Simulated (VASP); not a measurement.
# Zn7O8 (a cell with a defect) in VASP: notebook

The runs below take Zn7O8 (a cell with a defect) through single point, with PBE.

Everything below comes from runs of VASP 6.6.1. Logs are shortened: lines on timing, memory, paths and dates and some standing lists are left out, and cuts for length are marked.

### Step 1. The cell of the first run

The cell holds a defect, 15 atoms: a = 6.499 Å, b = 5.628 Å, c = 5.204 Å, α = 90.00°, β = 90.00°, γ = 90.00°.

### Step 2. Single point, PBE

INCAR

```
PREC     = Accurate       # precision mode
ENCUT    = 520            # plane-wave cutoff, eV
EDIFF    = 1E-7           # SCF threshold, eV
ISMEAR   = 0              # smearing method
SIGMA    = 0.02           # smearing width, eV
LREAL    = Auto         
LASPH    = True           # aspherical terms in the spheres
NELM     = 60             # most SCF steps
ALGO     = Normal         # electronic algorithm
ISIF     = 2              # what is computed and relaxed
LWAVE    = False          # write WAVECAR
LCHARG   = False          # write CHGCAR
GGA      = PE             # functional
NBANDS   = 79             # bands
```

KPOINTS

```
Automatic mesh
0
Gamma
  2 2 2
```

POSCAR

```
Zn7O8
1.0
   -3.2494000000     -5.6281260000      0.0000000000
    4.8741000000     -2.8140630000      0.0000000000
    0.0000000000      0.0000000000      5.2038000000
Zn O
7 8
Direct
    0.4987683208      0.3354477302     -0.0060574964
    0.2892988745      0.8075307776      0.0540282102
    0.2521061465      0.1756477529      0.5071413198
    0.0010747252      0.3305978975     -0.0025654330
   -0.0113533272      0.6681698157      0.5124735770
    0.7538558704      0.8308322080      0.0003691533
    0.7424171657      0.1670313162      0.4936117837
    0.4975177831      0.3109590046      0.3654148891
    0.5120728190      0.6618404255      0.8850862831
    0.2258641080      0.8478034576      0.4038112533
    0.2506331060      0.1616713270      0.8872867904
   -0.0030882731      0.3387355543      0.3819616434
    0.0058859347      0.6653426799      0.8904690803
    0.7652866838      0.8467767486      0.3702724932
    0.7503780855      0.1652630334      0.8747980322
```

Potentials or basis: VASP PAW PBE potentials, release 64 (Zn, O).

Run with:

```sh
$ cat potpaw_PBE.64/Zn/POTCAR potpaw_PBE.64/O/POTCAR > POTCAR
$ mpirun -np 1 vasp_std > vasp.out
```

OUTCAR:

```text
PREC = Accurate
   ENCUT = 520
   EDIFF = 1E-7
   ISMEAR = 0
   LREAL = Auto
   LASPH = True
   NELM = 60
   ISIF = 2
   GGA = PE

 ion  position               nearest neighbor table
   1  0.499  0.335  0.994-   9 1.92   8 1.94  11 1.97  15 1.99   2 3.00
   2  0.289  0.808  0.054-  10 1.88   9 1.88  13 2.18  11 2.19   1 3.00   6 3.03
   3  0.252  0.176  0.507-   8 1.92  10 1.93  11 1.98  12 2.00
   4  0.001  0.331  0.997-  13 1.96  11 1.97  15 1.98  12 2.00
   5  0.989  0.668  0.512-  14 1.91  10 1.93  13 1.97  12 1.98
   6  0.754  0.831  0.000-  14 1.93   9 1.93  13 1.97  15 1.99   2 3.03
   7  0.742  0.167  0.494-   8 1.91  14 1.92  15 1.98  12 2.00
   8  0.498  0.311  0.365-   7 1.91   3 1.92   1 1.94
   9  0.512  0.662  0.885-   2 1.88   1 1.92   6 1.93
  10  0.226  0.848  0.404-   2 1.88   5 1.93   3 1.93
  11  0.251  0.162  0.887-   4 1.97   1 1.97   3 1.98   2 2.19
  12  0.997  0.339  0.382-   5 1.98   4 2.00   7 2.00   3 2.00
  13  0.006  0.665  0.890-   4 1.96   6 1.97   5 1.97   2 2.18
  14  0.765  0.847  0.370-   5 1.91   7 1.92   6 1.93
  15  0.750  0.165  0.875-   4 1.98   7 1.98   6 1.99   1 1.99

  LATTYP: Found a simple orthorhombic cell.
 ALAT       =     5.2038000000
 B/A-ratio  =     1.0815415505
 C/A-ratio  =     1.2488566224

  Lattice vectors:

 A1 = (   0.0000000000,   0.0000000000,  -5.2038000000)
 A2 = (   4.8741000000,  -2.8140630000,   0.0000000000)
 A3 = (  -3.2494000000,  -5.6281260000,   0.0000000000)

Analysis of symmetry for initial positions (statically):
=====================================================================
 Subroutine PRICEL returns:
 Original cell was already a primitive cell.

 Routine SETGRP: Setting up the symmetry group for a
 simple orthorhombic supercell.

 Subroutine GETGRP returns: Found  1 space group operations
 (whereof  1 operations were pure point group operations)
 out of a pool of  8 trial point group operations.

The static configuration has the point symmetry C_1 .

Analysis of symmetry for dynamics (positions and initial velocities):
=====================================================================
 Subroutine PRICEL returns:
 Original cell was already a primitive cell.

 Routine SETGRP: Setting up the symmetry group for a
 simple orthorhombic supercell.

 Subroutine GETGRP returns: Found  1 space group operations
 (whereof  1 operations were pure point group operations)
 out of a pool of  8 trial point group operations.

The dynamic configuration has the point symmetry C_1 .

 Subroutine INISYM returns: Found  1 space group operations
 (whereof  1 operations are pure point group operations),
 and found     1 'primitive' translations

----------------------------------------------------------------------------------------

                                     Primitive cell

  volume of cell :     190.3345

  direct lattice vectors                    reciprocal lattice vectors
    -3.249400000 -5.628126000  0.000000000    -0.076937281 -0.133259277  0.000000000
     4.874100000 -2.814063000  0.000000000     0.153874561 -0.088839518  0.000000000
     0.000000000  0.000000000  5.203800000     0.000000000  0.000000000  0.192167262

  length of vectors
     6.498800092  5.628125921  5.203800000     0.153874559  0.177679038  0.192167262

  position of ions in fractional coordinates (direct lattice)
     0.498768321  0.335447730  0.993942504
     0.289298874  0.807530778  0.054028210
     0.252106146  0.175647753  0.507141320
     0.001074725  0.330597897  0.997434567
     0.988646673  0.668169816  0.512473577
     0.753855870  0.830832208  0.000369153
     0.742417166  0.167031316  0.493611784
     0.497517783  0.310959005  0.365414889
     0.512072819  0.661840426  0.885086283
     0.225864108  0.847803458  0.403811253
     0.250633106  0.161671327  0.887286790
     0.996911727  0.338735554  0.381961643
     0.005885935  0.665342680  0.890469080
     0.765286684  0.846776749  0.370272493
     0.750378086  0.165263033  0.874798032

  ion indices of the primitive-cell ions
   primitive index   ion index
                 1           1
                 2           2
                 3           3
                 4           4
                 5           5
                 6           6
                 7           7
                 8           8
                 9           9
                10          10
                11          11
                12          12
                13          13
                14          14
                15          15

----------------------------------------------------------------------------------------

 KPOINTS: Automatic mesh

Automatic generation of k-mesh.
 Grid dimensions read from file:
 generate k-points for:    2    2    2

 Generating k-lattice:

  Cartesian coordinates                     Fractional coordinates (reciprocal lattice)
    -0.038468640 -0.066629638  0.000000000     0.500000000  0.000000000  0.000000000
     0.076937281 -0.044419759  0.000000000     0.000000000  0.500000000  0.000000000
     0.000000000  0.000000000  0.096083631     0.000000000  0.000000000  0.500000000

  Length of vectors
     0.076937280  0.088839519  0.096083631

  Shift w.r.t. Gamma in fractional coordinates (k-lattice)
     0.000000000  0.000000000  0.000000000

 Subroutine IBZKPT returns following result:
 ===========================================

 Found      8 irreducible k-points:

 Following reciprocal coordinates:
            Coordinates               Weight
  0.000000  0.000000  0.000000      1.000000
  0.500000 -0.000000  0.000000      1.000000
 -0.000000  0.500000  0.000000      1.000000
  0.500000  0.500000  0.000000      1.000000
  0.000000  0.000000  0.500000      1.000000
  0.500000 -0.000000  0.500000      1.000000
 -0.000000  0.500000  0.500000      1.000000
  0.500000  0.500000  0.500000      1.000000
   k-points           NKPTS =      8   k-points in BZ     NKDIM =      8   number of bands    NBANDS=     79
   number of dos      NEDOS =    301   number of ions     NIONS =     15
   total plane-waves  NPLWV =  80640
   dimension x,y,z NGX =    48 NGY =   42 NGZ =   40
   dimension x,y,z NGXF=    96 NGYF=   84 NGZF=   80
   ions per type =               7   8
   NGX,Y,Z   is equivalent  to a cutoff of  12.28, 12.41, 12.78 a.u.
   NGXF,Y,Z  is equivalent  to a cutoff of  24.56, 24.81, 25.56 a.u.
 SYSTEM =  unknown system
   PREC   = accura    normal or accurate (medium, high low for compatibility)
   ISTART =      0    job   : 0-new  1-cont  2-samecut
   ICHARG =      2    charge: 1-file 2-atom 10-const
   ISPIN  =      1    spin polarized calculation?
   LNONCOLLINEAR =      F non collinear calculations
   LSORBIT =      F    spin-orbit coupling
   LASPH  =      T    aspherical Exc in radial PAW
   ENCUT  =  520.0 eV  38.22 Ry    6.18 a.u.  12.08 10.46  9.68*2*pi/ulx,y,z
   NELM   =     60;   NELMIN=  2; NELMDL= -5     # of ELM steps
   EDIFF  = 0.1E-06   stopping-criterion for ELM
   LREAL  =      T    real-space projection
   EDIFFG = 0.1E-05   stopping-criterion for IOM
   NSW    =      0    number of steps for IOM
   IBRION =     -1    ionic relax: 0-MD 1-quasi-New 2-CG
   NFREE  =      0    steps in history (QN), initial steepest desc. (CG)
   ISIF   =      2    stress and relaxation
   ISYM   =      2    0-nonsym 1-usesym 2-fastsym
   POTIM  = 0.5000    time-step for ionic-motion
   TEBEG  =    0.0;   TEEND  =   0.0 temperature during run
   PSTRESS=    0.0 pullay stress
   NELECT =     132.0000    total number of electrons
   NUPDOWN=      -1.0000    fix difference up-down
   EMIN   =  10.00;   EMAX   =-10.00  energy-range for DOS
   EFERMI =   0.00;   METHOD = LEGACY
   ISMEAR =     0;   SIGMA  =   0.02  broadening in eV -4-tet -1-fermi 0-gaus
   EFERMI_NEDOS =   21; number of points for ismear=-14 and -15
   IALGO  =     38    algorithm
   IMIX   =      4    mixing-type and parameters
     AMIX     =   0.40;   BMIX     =  1.00
     AMIX_MAG =   1.60;   BMIX_MAG =  1.00
  volume/ion in A,a.u.               =      12.69        85.63
  Fermi-wavevector in a.u.,A,eV,Ry     =   1.449084  2.738372 28.570125  2.099845
  Thomas-Fermi vector in A             =   2.566851
   LORBIT       =      0    0 simple, 1 ext, 2 COOP (PROOUT), +10 PAW based schemes
   GGA     = PE    functional components
   LHFCALC =     F    Hartree Fock is set to
   AEXX    =    0.0000 exact exchange contribution
   IVDW    =     0    specifies the selected vdW correction
   LEPSILON=     F    determine dielectric tensor
   LRPA    =     F    only Hartree local field effects (RPA)
 non-spin polarized calculation
 Gauss-broadening in eV      SIGMA  =   0.02
  energy-cutoff  :      520.00
  volume of cell :      190.33
 maximum number of plane-waves:      5148
   NGX = 25   NGY = 21   NGZ = 19

 number of electron     132.0000047 magnetization

 Free energy of the ion-electron system (eV)
  ---------------------------------------------------
  ext. energy  EPLUGINS =         0.00000000
  ---------------------------------------------------
  free energy    TOTEN  =       -64.66786757 eV

  energy without entropy =      -64.66366008  energy(sigma->0) =      -64.66576382

 E-fermi :   0.1382     XC(G=0): -10.3890

 val. band max:        0.1364873876   @ k =   0.5000  -0.0000   0.0000
 cond. band min:       0.1383624227   @ k =   0.5000   0.5000   0.0000
 fundamental gap:      0.0018750351
 Fermi energy:         0.1382456447

 k-point     1 :       0.0000    0.0000    0.0000
  band No.  band energies     occupation
      1     -17.5341      2.00000
      2     -16.9884      2.00000
      3     -16.8860      2.00000
      4     -16.8021      2.00000
      5     -16.6819      2.00000
      6     -16.5614      2.00000
[... 70 lines left out ...]
     77       8.8608      0.00000
     78       9.3003      0.00000
[... 565 lines left out ...]
     77       9.5763      0.00000
     78       9.6964      0.00000
 [bands above 78 left out]

------------------------ aborting loop because EDIFF is reached ----------------------------------------

  FORCE on cell =-STRESS in cart. coord.  units (eV):
  Direction    XX          YY          ZZ          XY          YZ          ZX
  --------------------------------------------------------------------------------------
  -------------------------------------------------------------------------------------
  Total        3.2252827      2.4845691      4.4208027      0.0408974      0.6461753      1.2699177
  in kB       27.1494349     20.9143361     37.2129529      0.3442613      5.4393044     10.6897755
  external PRESSURE =      28.4255746 kB  Pullay stress =       0.0000000 kB

 VOLUME and BASIS-vectors are now :
 -----------------------------------------------------------------------------
  energy-cutoff  :      520.00
  volume of cell :      190.33
      direct lattice vectors                 reciprocal lattice vectors
    -3.249400000 -5.628126000  0.000000000    -0.076937281 -0.133259277  0.000000000
     4.874100000 -2.814063000  0.000000000     0.153874561 -0.088839518  0.000000000
     0.000000000  0.000000000  5.203800000     0.000000000  0.000000000  0.192167262

 POSITION                                       TOTAL-FORCE (eV/Angst)
 -----------------------------------------------------------------------------------
      0.01431     -3.75110      5.17228         0.016992     -0.125513      0.050445
      2.99594     -3.90065      0.28115         0.849573      0.478226     -0.770349
      0.03693     -1.91317      2.63906        -0.110144      0.107475      0.004490
      1.60788     -0.93637      5.19045        -0.089396      0.028410      0.148428
      0.04422     -7.44450      2.66681        -0.011151     -0.186125      0.017192
      1.59998     -6.58081      0.00192        -0.037662      0.071853      0.018698
     -1.59828     -4.64845      2.56866         0.013434     -0.024992     -0.015747
     -0.10099     -3.67515      1.90155         0.033006      0.044689      0.072160
      1.56195     -4.74447      4.60581         0.006353     -0.007059      0.194270
      3.39836     -3.65696      2.10135        -0.112497     -0.067906     -0.240378
     -0.02640     -1.86555      4.61726        -0.329521      0.115200      0.142126
     -1.58833     -6.56397      1.98765        -0.006953     -0.009112      0.161884
      3.22382     -1.90544      4.63382        -0.130728     -0.375804      0.154780
      1.64055     -6.69001      1.92682        -0.038521      0.002323      0.055713
     -1.63277     -4.68828      4.55227        -0.052785     -0.051665      0.006288
 -----------------------------------------------------------------------------------
    total drift:                                0.010306      0.011692      0.002786

  FREE ENERGIE OF THE ION-ELECTRON SYSTEM (eV)
  ---------------------------------------------------
  free  energy   TOTEN  =       -64.6678675666 eV

  energy  without entropy=      -64.6636600804  energy(sigma->0) =      -64.66576382
```

It took 3 min on 1 thread of Intel Xeon Platinum 8488C (Sapphire Rapids), shared host; peak memory 0.3 GiB.

Results:

| Quantity | Value |
| --- | --- |
| Free energy | -64.6679 eV |
| Pressure | 2.8 GPa |
| Largest force | 1.243 eV/Å |
| Band gap on the k mesh | zero (band 66 reaches 0.40 eV, above the bottom of band 67 at -0.04 eV) |

Forces in eV/Å, atoms in the order of the input:
```
Zn   0.017 -0.126  0.050
Zn   0.850  0.478 -0.770
Zn  -0.110  0.107  0.004
Zn  -0.089  0.028  0.148
Zn  -0.011 -0.186  0.017
Zn  -0.038  0.072  0.019
Zn   0.013 -0.025 -0.016
O    0.033  0.045  0.072
O    0.006 -0.007  0.194
O   -0.112 -0.068 -0.240
O   -0.330  0.115  0.142
O   -0.007 -0.009  0.162
O   -0.131 -0.376  0.155
O   -0.039  0.002  0.056
O   -0.053 -0.052  0.006
```

Stress tensor (GPa, compression positive):
```
2.71 0.03 1.07
0.03 2.09 0.54
1.07 0.54 3.72
```

Levels at points of the mesh, in eV from the Fermi level:
```
           k point  band 62  band 63  band 64  band 65  band 66  band 67  band 68  band 69  band 70  band 71
(0.00, 0.00, 0.00)    -0.48    -0.40    -0.32     0.24     0.26     0.30     1.79     6.07     6.41     6.52
(0.50, 0.00, 0.00)    -0.76    -0.33    -0.16    -0.02     0.00     0.07     3.50     3.88     7.30     7.47
(0.00, 0.50, 0.00)    -0.47    -0.40    -0.20    -0.14    -0.04     0.10     3.78     4.27     6.42     6.62
(0.50, 0.50, 0.00)    -0.49    -0.45    -0.39    -0.26    -0.21     0.00     4.76     4.99     5.17     5.55
(0.00, 0.00, 0.50)    -0.78    -0.41    -0.15    -0.13     0.02     0.05     3.96     4.57     6.16     6.47
(0.50, 0.00, 0.50)    -0.73    -0.68    -0.44    -0.36    -0.26    -0.06     5.02     5.16     5.33     5.99
(0.00, 0.50, 0.50)    -0.76    -0.73    -0.65    -0.45    -0.25    -0.12     5.12     5.30     5.49     5.87
(0.50, 0.50, 0.50)    -0.96    -0.83    -0.65    -0.50    -0.26    -0.17     5.71     5.82     5.95     6.03
```

Caveat: the k points lie up to 0.60 Å⁻¹ apart.

### Step 3. Single point, PBE

INCAR

```
SYSTEM = Zn7O8
PREC = Accurate
ENCUT = 520
EDIFF = 1E-7
ISMEAR = 0
SIGMA = 0.02
LREAL = Auto
LASPH = .True.
NELM = 100
ALGO = Normal
ISIF = 2
LWAVE = .False.
LCHARG = .False.
GGA = PE
NBANDS = 79
```

KPOINTS

```
regular mesh
0
Gamma
  2 2 2
  0 0 0
```

POSCAR

```
Zn7O8
1.0
   -3.2494000000     -5.6281260000      0.0000000000
    4.8741000000     -2.8140630000      0.0000000000
    0.0000000000      0.0000000000      5.2038000000
Zn O
7 8
Direct
    0.4989237007      0.3319877871     -0.0067183597
    0.3296763386      0.7811385271      0.1049642569
    0.2527564920      0.1775061950      0.5094773050
    0.0023312521      0.3316220780     -0.0019718283
   -0.0130465941      0.6663674109      0.5147865022
    0.7568073271      0.8319703594      0.0007187056
    0.7436031281      0.1667101628      0.4963638111
    0.4988860380      0.3125180632      0.3665882624
    0.5136388040      0.6610783385      0.8812602329
    0.2207023918      0.8506615276      0.4164047427
    0.2500043617      0.1739100907      0.8827846958
   -0.0025476654      0.3387065542      0.3808703255
   -0.0044648848      0.6598181825      0.8855298051
    0.7631258328      0.8455228824      0.3719266690
    0.7510391026      0.1644480950      0.8764183866
```

Potentials or basis: VASP PAW PBE potentials, release 64 (Zn, O).

Run with:

```sh
$ cat potpaw_PBE.64/Zn/POTCAR potpaw_PBE.64/O/POTCAR > POTCAR
$ mpirun -np 1 vasp_std > vasp.out
```

Wall time 4.2 min (1 thread of Intel Xeon Platinum 8488C (Sapphire Rapids), shared host); peak memory 0.3 GiB.

Results (log left out):

* Free energy: -64.0084 eV
* Pressure: 4.5 GPa
* Largest force: 1.357 eV/Å
* Band gap on the k mesh: zero (band 66 reaches 0.38 eV, above the bottom of band 67 at -0.06 eV)

Forces on the atoms (eV/Å):
```
Zn  -0.065 -0.144  0.001
Zn   1.139  0.640 -0.366
Zn   0.030  0.039  0.092
Zn  -0.092  0.061  0.161
Zn   0.099  0.011  0.078
Zn  -0.048 -0.066  0.028
Zn   0.022  0.004 -0.033
O   -0.027  0.044 -0.024
O   -0.363 -0.269 -0.210
O   -0.136 -0.076 -0.201
O   -0.307  0.111  0.241
O    0.040  0.026  0.104
O   -0.194 -0.334  0.211
O    0.014  0.023 -0.013
O   -0.112 -0.071 -0.069
```

Stress tensor (GPa, compression positive):
```
4.64 0.18 2.51
0.18 3.94 1.38
2.51 1.38 4.96
```

Levels at points of the mesh, in eV from the Fermi level:
| k point | band 63 | band 64 | band 65 | band 66 | band 67 | band 68 | band 69 | band 70 |
| --- | --- | --- | --- | --- | --- | --- | --- | --- |
| (0.00, 0.00, 0.00) | -0.32 | -0.27 | 0.19 | 0.26 | 0.27 | 1.91 | 6.02 | 6.13 |
| (0.50, 0.00, 0.00) | -0.32 | -0.14 | -0.03 | 0.03 | 0.06 | 3.62 | 3.83 | 6.94 |
| (0.00, 0.50, 0.00) | -0.34 | -0.18 | -0.10 | -0.05 | 0.03 | 3.79 | 4.26 | 6.37 |
| (0.50, 0.50, 0.00) | -0.45 | -0.39 | -0.31 | -0.13 | 0.04 | 4.80 | 4.95 | 5.19 |
| (0.00, 0.00, 0.50) | -0.44 | -0.06 | -0.02 | -0.01 | 0.01 | 4.08 | 4.56 | 5.90 |
| (0.50, 0.00, 0.50) | -0.55 | -0.45 | -0.37 | -0.23 | -0.03 | 4.86 | 5.27 | 5.44 |
| (0.00, 0.50, 0.50) | -0.70 | -0.59 | -0.32 | -0.25 | -0.18 | 4.96 | 5.16 | 5.52 |
| (0.50, 0.50, 0.50) | -0.76 | -0.60 | -0.48 | -0.28 | -0.16 | 5.36 | 5.55 | 6.04 |

Caveat: the k points lie up to 0.60 Å⁻¹ apart.
